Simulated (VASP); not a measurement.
# TlH5 (P6mm) in VASP: a series of runs

TlH5 is run at these levels: PBE; tasks: single point, relaxation of cell and atoms.

Program: VASP 6.6.1. These are calculated values, not measurements. Logs are shortened: lines on timing, memory, paths and dates and some standing lists are left out, and cuts for length are marked.

## (1) The cell of the first run

Symmetry: P6mm, No. 183, hexagonal system. Conventional cell: a = 2.990 Å, b = 2.990 Å, c = 7.180 Å, α = 90.00°, β = 90.00°, γ = 120.00°. Tl (site symmetry 6mm) has 1 H at 1.84 Å within 2.4 Å. Within 2.0 Å of H (site symmetry 2mm) lie 6 H at 1.50 Å. H (site symmetry 6mm) has 1 Tl at 1.84 Å and 1 H at 2.14 Å within 2.4 Å. Within 2.0 Å of H (site symmetry 6mm) lie 6 H at 1.50 Å.

The cell was generated, and may not be a known phase.

## (2) Single point, PBE

INCAR

```
ALGO     = Normal         # electronic algorithm
EDIFF    = 1E-6           # SCF threshold, eV
ENCUT    = 520            # plane-wave cutoff, eV
GGA      = PE             # functional
ISIF     = 2              # what is computed and relaxed
ISMEAR   = 0              # smearing method
LASPH    = True           # aspherical terms in the spheres
LCHARG   = False          # write CHGCAR
LREAL    = False          # projectors in reciprocal space
LWAVE    = False          # write WAVECAR
NBANDS   = 18             # bands
NELM     = 80             # most SCF steps
PREC     = Accurate       # precision mode
SIGMA    = 0.1            # smearing width, eV
```

KPOINTS

```
k-points
0
Gamma
  12 12 6
```

POSCAR

```
TlH5
1.0
    2.9902013559      0.0000000000      0.0000000000
   -1.4951006779      2.5895903366      0.0000000000
    0.0000000000      0.0000000000      7.1801544155
Tl H
1 5
Direct
    0.0000000000      0.0000000000      0.5531859656
    0.5000000000      0.0000000000      0.1085041421
    0.0000000000      0.5000000000      0.1085041421
    0.5000000000      0.5000000000      0.1085041421
    0.0000000000      0.0000000000      0.8089413643
    0.0000000000      0.0000000000      0.1065652638
```

Potentials or basis: VASP PAW PBE potentials, release 64 (Tl_d, H).

On the command line:

```bash
> cat potpaw_PBE.64/Tl_d/POTCAR potpaw_PBE.64/H/POTCAR > POTCAR
> mpirun -np 1 vasp_std > vasp.out
```

OUTCAR:

```text
EDIFF = 1E-6
   ENCUT = 520
   GGA = PE
   ISIF = 2
   ISMEAR = 0
   LASPH = True
   LREAL = False
   NELM = 80
   PREC = Accurate

 ion  position               nearest neighbor table
   1  0.000  0.000  0.553-   5 1.84
   2  0.500  0.000  0.109-
   3  0.000  0.500  0.109-
   4  0.500  0.500  0.109-
   5  0.000  0.000  0.809-   1 1.84
   6  0.000  0.000  0.107-

  LATTYP: Found a hexagonal cell.
 ALAT       =     2.9902013559
 C/A-ratio  =     2.4012277305

  Lattice vectors:

 A1 = (   2.9902013559,   0.0000000000,   0.0000000000)
 A2 = (  -1.4951006779,   2.5895903366,   0.0000000000)
 A3 = (   0.0000000000,   0.0000000000,   7.1801544155)

Analysis of symmetry for initial positions (statically):
=====================================================================
 Subroutine PRICEL returns:
 Original cell was already a primitive cell.

 Routine SETGRP: Setting up the symmetry group for a
 hexagonal supercell.

 Subroutine GETGRP returns: Found 12 space group operations
 (whereof 12 operations were pure point group operations)
 out of a pool of 24 trial point group operations.

The static configuration has the point symmetry C_6v.

Analysis of symmetry for dynamics (positions and initial velocities):
=====================================================================
 Subroutine PRICEL returns:
 Original cell was already a primitive cell.

 Routine SETGRP: Setting up the symmetry group for a
 hexagonal supercell.

 Subroutine GETGRP returns: Found 12 space group operations
 (whereof 12 operations were pure point group operations)
 out of a pool of 24 trial point group operations.

The dynamic configuration has the point symmetry C_6v.

 Subroutine INISYM returns: Found 12 space group operations
 (whereof 12 operations are pure point group operations),
 and found     1 'primitive' translations

[... 96 lines left out ...]
   ISPIN  =      1    spin polarized calculation?
   LNONCOLLINEAR =      F non collinear calculations
   LSORBIT =      F    spin-orbit coupling
   LASPH  =      T    aspherical Exc in radial PAW
   ENCUT  =  520.0 eV  38.22 Ry    6.18 a.u.   5.56  5.56 13.35*2*pi/ulx,y,z
   NELM   =     80;   NELMIN=  2; NELMDL= -5     # of ELM steps
   EDIFF  = 0.1E-05   stopping-criterion for ELM
   LREAL  =      F    real-space projection
   EDIFFG = 0.1E-04   stopping-criterion for IOM
   NSW    =      0    number of steps for IOM
   IBRION =     -1    ionic relax: 0-MD 1-quasi-New 2-CG
   NFREE  =      0    steps in history (QN), initial steepest desc. (CG)
   ISIF   =      2    stress and relaxation
   ISYM   =      2    0-nonsym 1-usesym 2-fastsym
   POTIM  = 0.5000    time-step for ionic-motion
   TEBEG  =    0.0;   TEEND  =   0.0 temperature during run
   PSTRESS=    0.0 pullay stress
   NELECT =      18.0000    total number of electrons
   NUPDOWN=      -1.0000    fix difference up-down
   EMIN   =  10.00;   EMAX   =-10.00  energy-range for DOS
   EFERMI =   0.00;   METHOD = LEGACY
   ISMEAR =     0;   SIGMA  =   0.10  broadening in eV -4-tet -1-fermi 0-gaus
   EFERMI_NEDOS =   21; number of points for ismear=-14 and -15
   IALGO  =     38    algorithm
   IMIX   =      4    mixing-type and parameters
     AMIX     =   0.40;   BMIX     =  1.00
     AMIX_MAG =   1.60;   BMIX_MAG =  1.00
  volume/ion in A,a.u.               =       9.27        62.53
  Fermi-wavevector in a.u.,A,eV,Ry     =   1.124115  2.124268 17.192778  1.263634
  Thomas-Fermi vector in A             =   2.260785
   LORBIT       =      0    0 simple, 1 ext, 2 COOP (PROOUT), +10 PAW based schemes
   GGA     = PE    functional components
   LHFCALC =     F    Hartree Fock is set to
   AEXX    =    0.0000 exact exchange contribution
   IVDW    =     0    specifies the selected vdW correction
   LEPSILON=     F    determine dielectric tensor
   LRPA    =     F    only Hartree local field effects (RPA)
 non-spin polarized calculation
 Gauss-broadening in eV      SIGMA  =   0.10
  energy-cutoff  :      520.00
  volume of cell :       55.60
 maximum number of plane-waves:      1543
 NGX is ok and might be reduce to    24
   NGX = 11   NGY = 11   NGZ = 27

 number of electron      18.0000002 magnetization

 Free energy of the ion-electron system (eV)
  ---------------------------------------------------
  ext. energy  EPLUGINS =         0.00000000
  ---------------------------------------------------
  free energy    TOTEN  =       -13.66366375 eV

  energy without entropy =      -13.65872704  energy(sigma->0) =      -13.66119539

 E-fermi :   2.8213     XC(G=0):  -9.1537

 val. band max:        2.7252068947   @ k =   0.4167   0.0833   0.0000
 cond. band min:       2.8354037695   @ k =   0.4167   0.0833   0.1667
 fundamental gap:      0.1101968749
 Fermi energy:         2.8213048883

 k-point     1 :       0.0000    0.0000    0.0000
  band No.  band energies     occupation
      1      -9.8405      2.00000
      2      -9.2089      2.00000
      3      -9.2089      2.00000
      4      -8.9146      2.00000
      5      -8.3375      2.00000
      6      -8.3375      2.00000
[... 481 lines left out ...]
      5      -8.3192      2.00000
      6      -6.4413      2.00000
[... 10 lines left out ...]
     17      14.9359      0.00000
     18      16.6355      0.00000

 [... further k-points ...]

------------------------ aborting loop because EDIFF is reached ----------------------------------------

  FORCE on cell =-STRESS in cart. coord.  units (eV):
  Direction    XX          YY          ZZ          XY          YZ          ZX
  --------------------------------------------------------------------------------------
  -------------------------------------------------------------------------------------
  Total       -0.0551827     -0.0551827     -0.0559639     -0.0000000      0.0000000      0.0000000
  in kB       -1.5901877     -1.5901877     -1.6126991     -0.0000000      0.0000000      0.0000000
  external PRESSURE =      -1.5976915 kB  Pullay stress =       0.0000000 kB

 VOLUME and BASIS-vectors are now :
 -----------------------------------------------------------------------------
  energy-cutoff  :      520.00
  volume of cell :       55.60
      direct lattice vectors                 reciprocal lattice vectors
     2.990201356  0.000000000  0.000000000     0.334425639  0.193080733  0.000000000
    -1.495100678  2.589590337  0.000000000     0.000000000  0.386161466  0.000000000
     0.000000000  0.000000000  7.180154415     0.000000000  0.000000000  0.139272771

 POSITION                                       TOTAL-FORCE (eV/Angst)
 -----------------------------------------------------------------------------------
      0.00000      0.00000      3.97196         0.000000     -0.000000      0.001305
      1.49510      0.00000      0.77908        -0.000000      0.000000     -0.000068
     -0.74755      1.29480      0.77908        -0.000000     -0.000000     -0.000068
      0.74755      1.29480      0.77908        -0.000000     -0.000000     -0.000068
      0.00000      0.00000      5.80832        -0.000000      0.000000     -0.000460
      0.00000      0.00000      0.76516         0.000000      0.000000     -0.000640
 -----------------------------------------------------------------------------------
    total drift:                               -0.000000     -0.000000      0.000313

  FREE ENERGIE OF THE ION-ELECTRON SYSTEM (eV)
  ---------------------------------------------------
  free  energy   TOTEN  =       -13.6636637490 eV

  energy  without entropy=      -13.6587270384  energy(sigma->0) =      -13.66119539
```

stdout:

```text
POSCAR found type information on POSCAR TlH
 POSCAR found :  2 types and       6 ions
 scaLAPACK will be used
 LDA part: xc-table for (Slater+PW92), standard interpolation
 POSCAR, INCAR and KPOINTS ok, starting setup
 FFT: planning ... GRIDC
 FFT: planning ... GRID_SOFT
 FFT: planning ... GRID
 WAVECAR not read
 entering main loop
```

Wall time 32 s (1 thread of Intel Xeon Platinum 8488C (Sapphire Rapids), shared host); peak memory 0.22 GiB.

What came out:

```
Free energy            : -13.6637 eV
Pressure               : -0.2 GPa
Band gap on the k mesh : zero (bands 9 and 10 overlap by 4.67 eV)
```

Levels at points of the mesh, in eV from the Fermi level:
| k point | band 6 | band 7 | band 8 | band 9 | band 10 | band 11 | band 12 | band 13 |
| --- | --- | --- | --- | --- | --- | --- | --- | --- |
| (0.00, 0.00, 0.00) | -11.16 | -9.75 | -3.84 | 3.52 | 5.43 | 6.37 | 6.43 | 6.43 |
| (0.50, 0.00, 0.00) | -6.34 | -6.20 | -4.11 | -2.22 | -0.24 | 4.04 | 4.06 | 5.71 |
| (0.00, 0.00, 0.50) | -11.16 | -9.96 | -3.15 | 1.20 | 6.34 | 6.43 | 6.43 | 8.61 |
| (0.50, 0.00, 0.50) | -6.32 | -6.19 | -4.29 | -2.29 | 0.31 | 4.06 | 4.07 | 6.14 |

Caveat: spin-orbit coupling is left out, which moves the levels of the heavy elements.

## (3) Relaxation of cell and atoms, PBE

This run uses another cell than the first one, of 8.90 Å³/atom.

INCAR

```
  PREC = Accurate
  ENCUT = 600
  EDIFF = 1E-6
  ISMEAR = 0
  SIGMA = 0.1
  LREAL = F
  LASPH = T
  NELM = 100
  ALGO = Normal
  ISIF = 3
  LWAVE = F
  LCHARG = F
  GGA = PE
  IBRION = 2
  NSW = 100
  EDIFFG = -0.01
```

KPOINTS

```
Automatic mesh
0
Gamma
  12 12 6
```

POSCAR

```
TlH5
1.0
    3.0129662230      0.0000000000      0.0000000000
   -1.5064831115      2.6093052899      0.0000000000
    0.0000000000      0.0000000000      6.7944403693
Tl H
1 5
Direct
    0.0000000000      0.0000000000      0.5311643933
    0.5000000000      0.0000000000      0.1132677234
    0.0000000000      0.5000000000      0.1132677234
    0.5000000000      0.5000000000      0.1132677234
    0.0000000000      0.0000000000      0.8011338141
    0.0000000000      0.0000000000      0.1221036424
```

Potentials or basis: VASP PAW PBE potentials, release 64 (Tl_d, H).

On the command line:

```bash
> cat potpaw_PBE.64/Tl_d/POTCAR potpaw_PBE.64/H/POTCAR > POTCAR
> mpirun -np 1 vasp_std > vasp.out
```

It took 5.3 min on 1 thread of Intel Xeon Platinum 8488C (Sapphire Rapids), shared host; peak memory 0.23 GiB.

It converged, with:

- Free energy: -13.6626 eV
- Relaxed volume: 9.22 Å³/atom
- Relaxed cell: a = 2.989 Å, b = 2.989 Å, c = 7.154 Å, α = 90.00°, β = 90.00°, γ = 120.00°
- Space group after relaxing (to 0.1 Å): P6mm (No. 183)
- Energy gained by relaxing: 4.2 meV/atom
- Ionic steps: 24
- Pressure after relaxing: 0.0 GPa
- Largest force after relaxing: 0.009 eV/Å
- Band gap on the k mesh: zero (bands 9 and 10 overlap by 4.66 eV)

Forces in eV/Å, atoms in the order of the input:
```
Tl   0.000  0.000  0.003
H    0.000  0.000 -0.002
H    0.000  0.000 -0.002
H    0.000  0.000 -0.002
H    0.000  0.000 -0.005
H    0.000  0.000  0.009
```

Stress tensor (GPa, compression positive):
```
 0.05  0.00  0.00
 0.00  0.05  0.00
 0.00  0.00 -0.06
```

Step by step:
| step | energy change (eV) | largest force (eV/Å) | pressure (GPa) | volume (Å³) |
| --- | --- | --- | --- | --- |
| 1 | 0.0000 | 0.1060 | -0.55 | 53.42 |
| 2 | -0.0051 | 0.1156 | -0.10 | 53.18 |
| 3 | -0.0087 | 0.1312 | 0.71 | 52.79 |
| 4 | -0.0120 | 0.0855 | 0.66 | 53.07 |
| 5 | -0.0183 | 0.1119 | 0.52 | 53.92 |
| 6 | -0.0157 | 0.3702 | 0.38 | 55.63 |
| 7 | -0.0195 | 0.2181 | 0.44 | 54.61 |
| 8 | -0.0214 | 0.1605 | 0.29 | 54.89 |
| 9 | -0.0233 | 0.0616 | 0.02 | 55.41 |
| 10 | -0.0235 | 0.0225 | -0.11 | 55.66 |
| 11 | -0.0235 | 0.0218 | -0.11 | 55.64 |
| 12 | -0.0235 | 0.0192 | -0.08 | 55.61 |
| 13 | -0.0237 | 0.0208 | 0.02 | 55.52 |
| 14 | -0.0237 | 0.0319 | 0.21 | 55.35 |
| 15 | -0.0238 | 0.0260 | 0.11 | 55.45 |
| 16 | -0.0239 | 0.0185 | 0.10 | 55.45 |
| 17 | -0.0240 | 0.0261 | 0.08 | 55.48 |
| 18 | -0.0241 | 0.0338 | 0.07 | 55.49 |
| 19 | -0.0241 | 0.0229 | -0.02 | 55.54 |
| 20 | -0.0242 | 0.0250 | -0.07 | 55.57 |
| 21 | -0.0243 | 0.0232 | -0.08 | 55.56 |
| 22 | -0.0245 | 0.0178 | -0.05 | 55.53 |
| 23 | -0.0249 | 0.0121 | -0.04 | 55.47 |
| 24 | -0.0250 | 0.0094 | 0.01 | 55.34 |

Final structure:
```cif
data_structure
_symmetry_space_group_name_H-M 'P 1'
_symmetry_Int_Tables_number 1
_cell_length_a 2.9888
_cell_length_b 2.9888
_cell_length_c 7.1539
_cell_angle_alpha 90.000
_cell_angle_beta 90.000
_cell_angle_gamma 120.000
_cell_volume 55.34
loop_
_atom_site_label
_atom_site_type_symbol
_atom_site_fract_x
_atom_site_fract_y
_atom_site_fract_z
_atom_site_occupancy
Tl1 Tl 0.00000 0.00000 0.55408 1
H1 H 0.50000 0.00000 0.10806 1
H2 H 0.00000 0.50000 0.10806 1
H3 H 0.50000 0.50000 0.10806 1
H4 H 0.00000 0.00000 0.81093 1
H5 H 0.00000 0.00000 0.10502 1
```

Levels at points of the mesh, in eV from the Fermi level:
| k point | band 6 | band 7 | band 8 | band 9 | band 10 | band 11 | band 12 | band 13 |
| --- | --- | --- | --- | --- | --- | --- | --- | --- |
| (0.00, 0.00, 0.00) | -11.16 | -9.75 | -3.85 | 3.54 | 5.47 | 6.39 | 6.44 | 6.44 |
| (0.50, 0.00, 0.00) | -6.35 | -6.21 | -4.10 | -2.22 | -0.24 | 4.04 | 4.06 | 5.70 |
| (0.00, 0.00, 0.50) | -11.16 | -9.96 | -3.15 | 1.19 | 6.35 | 6.44 | 6.44 | 8.65 |
| (0.50, 0.00, 0.50) | -6.34 | -6.19 | -4.28 | -2.29 | 0.33 | 4.05 | 4.07 | 6.14 |

Caveat: spin-orbit coupling is left out, which moves the levels of the heavy elements.

The gap in the log of VASP goes by the Fermi energy; the results here count the filled bands.